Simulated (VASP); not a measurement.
# GaN (zincblende type) (F-43m) in VASP: a series of runs

GaN (zincblende type) is run at these levels: LDA; tasks: single point.

Program: VASP 6.6.1. These are calculated values, not measurements. Logs are shortened: lines on timing, memory, paths and dates and some standing lists are left out, and cuts for length are marked.

## 1. The cell of the first run

It takes space group F-43m (No. 216, cubic). The conventional cell has a = 4.136 Å, b = 4.136 Å, c = 4.136 Å, α = 90.00°, β = 90.00°, γ = 90.00°. Ga (site symmetry -43m) has 4 N at 1.79 Å within 2.4 Å. N (site symmetry -43m) has 4 Ga at 1.79 Å within 2.4 Å.

## 2. Single point, LDA (volume scaled by 0.8)

Input file INCAR:

```
PREC = Accurate
ENCUT = 520
EDIFF = 1E-6
ISMEAR = -1
SIGMA = 0.05
LREAL = False
LASPH = True
NELM = 100
ALGO = Normal
ISIF = 2
LWAVE = False
LCHARG = False
NBANDS = 16
```

Input file KPOINTS:

```
regular mesh
0
Gamma
  17 17 17
```

Input file POSCAR:

```
GaN
1.0
    0.0000000000      2.0678965050      2.0678965050
    2.0678965050      0.0000000000      2.0678965050
    2.0678965050      2.0678965050      0.0000000000
Ga N
1 1
Direct
    0.0000000000      0.0000000000      0.0000000000
    0.2500000000      0.2500000000      0.2500000000
```

Potentials or basis: VASP PAW LDA potentials, release 64 (Ga_d, N).

Command:

```bash
> cat potpaw_LDA.64/Ga_d/POTCAR potpaw_LDA.64/N/POTCAR > POTCAR
> mpirun -np 1 vasp_std > vasp.out
```

OUTCAR:

```text
PREC = Accurate
   ENCUT = 520
   EDIFF = 1E-6
   ISMEAR = -1
   LREAL = False
   LASPH = True
   NELM = 100
   ISIF = 2

 ion  position               nearest neighbor table
   1  0.000  0.000  0.000-   2 1.79   2 1.79   2 1.79   2 1.79
   2  0.250  0.250  0.250-   1 1.79   1 1.79   1 1.79   1 1.79

  LATTYP: Found a face centered cubic cell.
 ALAT       =     4.1357930100

  Lattice vectors:

 A1 = (   0.0000000000,   2.0678965050,   2.0678965050)
 A2 = (   2.0678965050,   0.0000000000,   2.0678965050)
 A3 = (   2.0678965050,   2.0678965050,   0.0000000000)

Analysis of symmetry for initial positions (statically):
=====================================================================
 Subroutine PRICEL returns:
 Original cell was already a primitive cell.

 Routine SETGRP: Setting up the symmetry group for a
 face centered cubic supercell.

 Subroutine GETGRP returns: Found 24 space group operations
 (whereof 24 operations were pure point group operations)
 out of a pool of 48 trial point group operations.

The static configuration has the point symmetry T_d .

Analysis of symmetry for dynamics (positions and initial velocities):
=====================================================================
 Subroutine PRICEL returns:
 Original cell was already a primitive cell.

 Routine SETGRP: Setting up the symmetry group for a
 face centered cubic supercell.

 Subroutine GETGRP returns: Found 24 space group operations
 (whereof 24 operations were pure point group operations)
 out of a pool of 48 trial point group operations.

The dynamic configuration has the point symmetry T_d .

 Subroutine INISYM returns: Found 24 space group operations
 (whereof 24 operations are pure point group operations),
 and found     1 'primitive' translations

----------------------------------------------------------------------------------------

                                     Primitive cell

  volume of cell :      17.6855

  direct lattice vectors                    reciprocal lattice vectors
     0.000000000  2.067896505  2.067896505    -0.241791598  0.241791598  0.241791598
     2.067896505  0.000000000  2.067896505     0.241791598 -0.241791598  0.241791598
     2.067896505  2.067896505  0.000000000     0.241791598  0.241791598 -0.241791598

  length of vectors
     2.924447283  2.924447283  2.924447283     0.418795332  0.418795332  0.418795332

  position of ions in fractional coordinates (direct lattice)
     0.000000000  0.000000000  0.000000000
     0.250000000  0.250000000  0.250000000

  ion indices of the primitive-cell ions
   primitive index   ion index
                 1           1
                 2           2

----------------------------------------------------------------------------------------

 KPOINTS: regular mesh

Automatic generation of k-mesh.
 Grid dimensions read from file:
 generate k-points for:   17   17   17

 Generating k-lattice:

  Cartesian coordinates                     Fractional coordinates (reciprocal lattice)
    -0.014223035  0.014223035  0.014223035     0.058823529  0.000000000  0.000000000
     0.014223035 -0.014223035  0.014223035     0.000000000  0.058823529  0.000000000
     0.014223035  0.014223035 -0.014223035     0.000000000  0.000000000  0.058823529

  Length of vectors
     0.024635020  0.024635020  0.024635020

  Shift w.r.t. Gamma in fractional coordinates (k-lattice)
     0.000000000  0.000000000  0.000000000

 Subroutine IBZKPT returns following result:
 ===========================================

 Found    165 irreducible k-points:

 Following reciprocal coordinates:
            Coordinates               Weight
  0.000000  0.000000  0.000000      1.000000
  0.058824  0.000000  0.000000      8.000000
  0.117647  0.000000  0.000000      8.000000
  0.176471  0.000000  0.000000      8.000000
  0.235294  0.000000  0.000000      8.000000
  0.294118  0.000000  0.000000      8.000000
[... 16 lines left out ...]
 -0.176471  0.058824  0.000000     24.000000
 -0.117647  0.058824  0.000000     24.000000
 [... further k-points ...]
   k-points           NKPTS =    165   k-points in BZ     NKDIM =    165   number of bands    NBANDS=     16
   number of dos      NEDOS =    301   number of ions     NIONS =      2
   total plane-waves  NPLWV =  13824
   dimension x,y,z NGX =    24 NGY =   24 NGZ =   24
   dimension x,y,z NGXF=    48 NGYF=   48 NGZF=   48
   ions per type =               1   1
   NGX,Y,Z   is equivalent  to a cutoff of  13.64, 13.64, 13.64 a.u.
   NGXF,Y,Z  is equivalent  to a cutoff of  27.29, 27.29, 27.29 a.u.
 SYSTEM =  unknown system
   PREC   = accura    normal or accurate (medium, high low for compatibility)
   ISTART =      0    job   : 0-new  1-cont  2-samecut
   ICHARG =      2    charge: 1-file 2-atom 10-const
   ISPIN  =      1    spin polarized calculation?
   LNONCOLLINEAR =      F non collinear calculations
   LSORBIT =      F    spin-orbit coupling
   LASPH  =      T    aspherical Exc in radial PAW
   ENCUT  =  520.0 eV  38.22 Ry    6.18 a.u.   5.44  5.44  5.44*2*pi/ulx,y,z
   NELM   =    100;   NELMIN=  2; NELMDL= -5     # of ELM steps
   EDIFF  = 0.1E-05   stopping-criterion for ELM
   LREAL  =      F    real-space projection
   EDIFFG = 0.1E-04   stopping-criterion for IOM
   NSW    =      0    number of steps for IOM
   IBRION =     -1    ionic relax: 0-MD 1-quasi-New 2-CG
   NFREE  =      0    steps in history (QN), initial steepest desc. (CG)
   ISIF   =      2    stress and relaxation
   ISYM   =      2    0-nonsym 1-usesym 2-fastsym
   POTIM  = 0.5000    time-step for ionic-motion
   TEBEG  =    0.0;   TEEND  =   0.0 temperature during run
   PSTRESS=    0.0 pullay stress
   NELECT =      18.0000    total number of electrons
   NUPDOWN=      -1.0000    fix difference up-down
   EMIN   =  10.00;   EMAX   =-10.00  energy-range for DOS
   EFERMI =   0.00;   METHOD = LEGACY
   ISMEAR =    -1;   SIGMA  =   0.05  broadening in eV -4-tet -1-fermi 0-gaus
   EFERMI_NEDOS =   21; number of points for ismear=-14 and -15
   IALGO  =     38    algorithm
   IMIX   =      4    mixing-type and parameters
     AMIX     =   0.40;   BMIX     =  1.00
     AMIX_MAG =   1.60;   BMIX_MAG =  1.00
  volume/ion in A,a.u.               =       8.84        59.67
  Fermi-wavevector in a.u.,A,eV,Ry     =   1.646747  3.111901 36.895946  2.711776
  Thomas-Fermi vector in A             =   2.736323
   LORBIT       =      0    0 simple, 1 ext, 2 COOP (PROOUT), +10 PAW based schemes
   GGA     = CA    functional components
   LHFCALC =     F    Hartree Fock is set to
   AEXX    =    0.0000 exact exchange contribution
   IVDW    =     0    specifies the selected vdW correction
   LEPSILON=     F    determine dielectric tensor
   LRPA    =     F    only Hartree local field effects (RPA)
 non-spin polarized calculation
  energy-cutoff  :      520.00
  volume of cell :       17.69
 maximum number of plane-waves:       531
 NGX is ok and might be reduce to    24
   NGX = 11   NGY = 11   NGZ = 11

 number of electron      17.9999992 magnetization

 Free energy of the ion-electron system (eV)
  ---------------------------------------------------
  ext. energy  EPLUGINS =         0.00000000
  ---------------------------------------------------
  free energy    TOTEN  =       -13.06557557 eV

  energy without entropy =      -13.06557557  energy(sigma->0) =      -13.06557557

 E-fermi :   9.3959     XC(G=0): -13.5629

 val. band max:        8.3348488648   @ k =   0.0000   0.0000   0.0000
 cond. band min:      11.6660903362   @ k =   0.4706   0.4706   0.0000
 fundamental gap:      3.3312414714
 Fermi energy:         9.3959264058

 k-point     1 :       0.0000    0.0000    0.0000
  band No.  band energies     occupation
      1     -10.0816      2.00000
      2      -5.8117      2.00000
      3      -5.8117      2.00000
      4      -5.8117      2.00000
      5      -5.1293      2.00000
      6      -5.1293      2.00000
[... 8 lines left out ...]
     15      29.0016      0.00000
     16      29.0016      0.00000

 k-point     2 :       0.0588    0.0000    0.0000
  band No.  band energies     occupation
      1     -10.0215      2.00000
      2      -5.8055      2.00000
      3      -5.8019      2.00000
      4      -5.8019      2.00000
      5      -5.1308      2.00000
      6      -5.1308      2.00000
[... 8 lines left out ...]
     15      28.2540      0.00000
     16      28.2540      0.00000

 k-point     3 :       0.1176    0.0000    0.0000
  band No.  band energies     occupation
      1      -9.8480      2.00000
      2      -5.7802      2.00000
      3      -5.7746      2.00000
      4      -5.7746      2.00000
      5      -5.1339      2.00000
      6      -5.1339      2.00000
[... 8 lines left out ...]
     15      27.3200      0.00000
     16      27.4467      0.00000

 k-point     4 :       0.1765    0.0000    0.0000
  band No.  band energies     occupation
      1      -9.5798      2.00000
      2      -5.7366      2.00000
      3      -5.7366      2.00000
      4      -5.7147      2.00000
      5      -5.1345      2.00000
      6      -5.1345      2.00000
[... 8 lines left out ...]
     15      26.7879      0.00000
     16      26.7961      0.00000

 k-point     5 :       0.2353    0.0000    0.0000
  band No.  band energies     occupation
      1      -9.2524      2.00000
      2      -5.6973      2.00000
      3      -5.6973      2.00000
      4      -5.5731      2.00000
      5      -5.1274      2.00000
      6      -5.1274      2.00000
[... 8 lines left out ...]
     15      26.8363      0.00000
     16      26.8363      0.00000

 k-point     6 :       0.2941    0.0000    0.0000
  band No.  band energies     occupation
      1      -8.9188      2.00000
      2      -5.6659      2.00000
      3      -5.6659      2.00000
      4      -5.3071      2.00000
      5      -5.1090      2.00000
      6      -5.1090      2.00000
[... 8 lines left out ...]
     15      27.4769      0.00000
     16      27.4769      0.00000
[... 267 lines left out ...]
 k-point    21 :      -0.2941    0.0588    0.0000
  band No.  band energies     occupation
      1      -8.7846      2.00000
      2      -5.6520      2.00000
      3      -5.6507      2.00000
      4      -5.2263      2.00000
      5      -5.1275      2.00000
      6      -5.0091      2.00000
[... 8 lines left out ...]
     15      26.8298      0.00000
     16      28.9625      0.00000

 k-point    22 :      -0.2353    0.0588    0.0000
  band No.  band energies     occupation
      1      -9.0998      2.00000
      2      -5.6813      2.00000
      3      -5.6783      2.00000
      4      -5.4927      2.00000
      5      -5.1484      2.00000
      6      -5.0852      2.00000
[... 8 lines left out ...]
     15      26.4861      0.00000
     16      28.4029      0.00000

 k-point    23 :      -0.1765    0.0588    0.0000
  band No.  band energies     occupation
      1      -9.4300      2.00000
      2      -5.7209      2.00000
      3      -5.7205      2.00000
      4      -5.6587      2.00000
      5      -5.1548      2.00000
      6      -5.1093      2.00000
[... 8 lines left out ...]
     15      26.4629      0.00000
     16      28.4910      0.00000

 k-point    24 :      -0.1176    0.0588    0.0000
  band No.  band energies     occupation
      1      -9.7185      2.00000
      2      -5.7706      2.00000
      3      -5.7604      2.00000
      4      -5.7345      2.00000
      5      -5.1500      2.00000
      6      -5.1200      2.00000
[... 8 lines left out ...]
     15      26.6420      0.00000
     16      29.0121      0.00000

 [... further k-points ...]
[... 5 lines left out ...]
  --------------------------------------------------------------------------------------
  -------------------------------------------------------------------------------------
  Total        8.3163659      8.3163659      8.3163659      0.0000000      0.0000000     -0.0000000
  in kB      753.4037486    753.4037486    753.4037486      0.0000000      0.0000000     -0.0000000
  external PRESSURE =     753.4037486 kB  Pullay stress =       0.0000000 kB

 VOLUME and BASIS-vectors are now :
 -----------------------------------------------------------------------------
  energy-cutoff  :      520.00
  volume of cell :       17.69
      direct lattice vectors                 reciprocal lattice vectors
     0.000000000  2.067896505  2.067896505    -0.241791598  0.241791598  0.241791598
     2.067896505  0.000000000  2.067896505     0.241791598 -0.241791598  0.241791598
     2.067896505  2.067896505  0.000000000     0.241791598  0.241791598 -0.241791598

 POSITION                                       TOTAL-FORCE (eV/Angst)
 -----------------------------------------------------------------------------------
      0.00000      0.00000      0.00000        -0.000000     -0.000000     -0.000000
      1.03395      1.03395      1.03395         0.000000      0.000000      0.000000
 -----------------------------------------------------------------------------------
    total drift:                                0.000001      0.000001      0.000001

  FREE ENERGIE OF THE ION-ELECTRON SYSTEM (eV)
  ---------------------------------------------------
  free  energy   TOTEN  =       -13.0655755695 eV

  energy  without entropy=      -13.0655755695  energy(sigma->0) =      -13.06557557
```

It took 24 s on 1 thread of Intel Xeon Platinum 8488C (Sapphire Rapids), shared host; peak memory 0.17 GiB.

Results:

- Free energy: -13.0656 eV
- Pressure: 75.3 GPa
- Band gap on the k mesh: 3.33 eV, indirect (least direct gap 3.39 eV)

 A k mesh can miss the band edges.

(Continued in part 2 of 3.)
